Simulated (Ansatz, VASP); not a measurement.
InTe4 in VASP and in Ansatz

```
In Te
1.0
    -3.39133    3.39133    3.39133
     3.39133   -3.39133    3.39133
     3.39133    3.39133   -3.39133
In Te
1 4
Direct
  0.00000 0.00000 0.00000
  0.50000 0.50000 0.50000
  0.50000 0.00000 0.00000
  0.00000 0.00000 0.50000
  0.00000 0.50000 0.00000
```

Change from the starting cell: species swapped into the Hg4Pt type (Im-3m, No. 229).

Alike in both runs: task relaxation of cell and atoms; functional PBE; k mesh 4 × 4 × 4; occupations gaussian, width 0.1 eV; no spin polarisation.

|  | VASP | Ansatz |
| --- | --- | --- |
| version | VASP 6.6.1 | Ansatz 0.2.0 |
| potentials or method | VASP PAW PBE potentials, release 64 (In_d, Te), cutoff 600 eV | scalar-relativistic, plane waves, PAW |
| valence electrons in the cell | 37 | 77 |

VASP gave:

| Property | Result |
| --- | --- |
| gap on the k mesh at the Fermi level, each at its own relaxed structure (eV) | none |
| relaxed volume (Å³/atom) | 34.70 |
| relaxed length of the cell vector where the two differ most in proportion (Å) | 6.085 |

Question: Estimate Ansatz's values.

Answer: gap on the k mesh at the Fermi level, each at its own relaxed structure (eV): none; relaxed volume (Å³/atom): 34.98; relaxed length of the cell vector where the two differ most in proportion (Å): 6.102.

A gap of «none» marks a metal or a gap that the smearing closes. VASP's potentials hold 37 valence electrons a cell and Ansatz's 77, so a difference there can come from the potentials and not from the codes.

Neither program's run includes spin-orbit coupling.
